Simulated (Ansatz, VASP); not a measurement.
Ti in VASP and in Ansatz

The input INCAR:

```
PREC = Accurate ; ENCUT = 400
EDIFF = 1E-8 ; ISMEAR = -1
SIGMA = 0.05 ; LREAL = False
LASPH = True ; NELM = 120
ALGO = Normal ; ISIF = 2
LWAVE = False ; LCHARG = False
GGA = CA ; LEFG = True
NBANDS = 19 ; GGA_COMPAT = False
```

Contents of KPOINTS:

```
Automatic mesh
0
Gamma
  18 18 10
```

POSCAR

```
Ti
1.0
    2.9499978604      0.0000000000      0.0000000000
   -1.4749989302      2.5547730882      0.0000000000
    0.0000000000      0.0000000000      4.6860000000
Ti
2
Direct
    0.3333333333      0.6666666667      0.2500000000
    0.6666666667      0.3333333333      0.7500000000
```

Input for Ansatz:

```yaml
crystal:
  lattice:
    - [2.9499978604, 0.0, 0.0]
    - [-1.4749989302, 2.5547730882, 0.0]
    - [0.0, 0.0, 4.686]
  atoms:
    - { symbol: Ti, position: [0.3333333333, 0.6666666667, 0.25] }
    - { symbol: Ti, position: [0.6666666667, 0.3333333333, 0.75] }
kpoints:
  mp_grid: { grid: [18, 18, 10] }
scf:
  occupations: { method: fermi_dirac, width: 0.05 }
hamiltonian:
  xc: lda
  pseudopotentials: { kind: paw }
output:
  forces: true
  stress: true
  populations: true
  efg: { quadrupole_moments_barn: { Ti: 0.247 }, contact_densities: true }
  write_density: true
  write_potential: true
  elf: true
  volumetric_format: npy
```

Alike in both runs: task electric field gradients; functional LDA; k mesh 18 × 18 × 10; occupations fermi-dirac, width 0.05 eV; no spin polarisation.

|  | VASP | Ansatz |
| --- | --- | --- |
| version | VASP 6.6.1 | Ansatz 0.2.0 |
| potentials or method | VASP PAW LDA potentials, release 64 (Ti_sv) | plane-wave PAW, scalar-relativistic |
| plane-wave cutoff (eV) | 400 | 420 |
| valence electrons in the cell | 24 | 24 |

Ansatz gave:

* pressure (GPa): -9.9
* traceless stress, the component that is largest in VASP (GPa): -0.42
* size of Vzz on the site where it differs most (V/Å²): 18.8

Task: Estimate VASP's values.

Result: Pressure (GPa): -10.7; traceless stress, the component that is largest in VASP (GPa): -0.40; size of Vzz on the site where it differs most (V/Å²): 17.3.

LDA's correlation is that of Perdew and Zunger in VASP and of Perdew and Wang (1992) in Ansatz.
